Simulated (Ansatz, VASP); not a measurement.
## NbC: VASP beside Ansatz

```
Nb C
1.0
     0.00000    2.23455    2.23455
     2.23455    0.00000    2.23455
     2.23455    2.23455    0.00000
Nb C
1 1
Direct
  0.00000 0.00000 0.00000
  0.50000 0.50000 0.50000
```

Alike in both runs: task single point; functional r2SCAN; k mesh 4 × 4 × 4; occupations fermi-dirac, width 0.1 eV; no spin polarisation.

|  | VASP | Ansatz |
| --- | --- | --- |
| version | VASP 6.6.1 | Ansatz 0.2.0 |
| potentials or method | VASP PAW PBE potentials, release 64 (Nb_sv, C) | plane waves, PAW |
| plane-wave cutoff (eV) | 660 | 500 |
| valence electrons in the cell | 17 | 17 |

Ansatz gave:

| Property | Result |
| --- | --- |
| pressure (GPa) | 4.1 |

Task: Which values does VASP return?

Result: Pressure (GPa): 3.8.

VASP's potentials were made for PBE, not for r2SCAN.

The k mesh is coarse, so the values compare programs but aren't converged.
